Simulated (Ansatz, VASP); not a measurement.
One calculation of Al, two programs

The input INCAR:

```
SYSTEM = Al
  PREC = Accurate
  ENCUT = 520
  EDIFF = 1E-7
  ISMEAR = -1
  SIGMA = 0.05
  LREAL = .FALSE.
  LASPH = .TRUE.
  NELM = 100
  ALGO = Fast
  ISIF = 2
  LWAVE = .FALSE.
  LCHARG = .FALSE.
  GGA = PE
  NBANDS = 10
```

KPOINTS

```
regular mesh
0
G
  11 11 6
  0 0 0
```

The input POSCAR:

```
Al
1.0
    2.7744445386      0.0000000000      0.0000000000
   -1.3872222692      2.4027394518      0.0000000000
    0.0000000000      0.0000000000      4.8010736936
Al
2
Direct
    0.3333333333      0.6666666667      0.2500000000
    0.6666666667      0.3333333333      0.7500000000
```

File input.yaml:

```yaml
crystal:
  lattice:
    - [2.7744445386, 0.0, 0.0]
    - [-1.3872222692, 2.4027394518, 0.0]
    - [0.0, 0.0, 4.8010736936]
  atoms:
    - { symbol: Al, position: [0.3333333333, 0.6666666667, 0.25] }
    - { symbol: Al, position: [0.6666666667, 0.3333333333, 0.75] }
kpoints:
  mp_grid: { grid: [11, 11, 6] }
scf:
  occupations: { method: fermi_dirac, width: 0.05 }
hamiltonian:
  xc: pbe
  pseudopotentials: { kind: all_electron, lapw: { basis_error: 0.0005 } }
output:
  forces: true
  stress: true
  eigenvalues: true
```

Change from the starting cell: volume scaled by 0.96.

Alike in both runs: task single point; functional PBE; k mesh 11 × 11 × 6; occupations fermi-dirac, width 0.05 eV; no spin polarisation.

```csv
,VASP,Ansatz
version,VASP 6.6.1,Ansatz 0.2.0
potentials or method,"VASP PAW PBE potentials, release 64 (Al), cutoff 520 eV","all-electron LAPW, scalar-relativistic"
```

|  | VASP | Ansatz | Ansatz less VASP |
| --- | --- | --- | --- |
| gap on the k mesh at the Fermi level (eV) | none | none | - |
| pressure (GPa) | 3.5 | 3.6 | +0.02 |
| traceless stress, the component that is largest in VASP (GPa) | -3.86 | -3.86 | -0.002 |

A gap of «none» marks a metal or a gap that the smearing closes. Ansatz ran all-electron here, and VASP with PAW potentials.
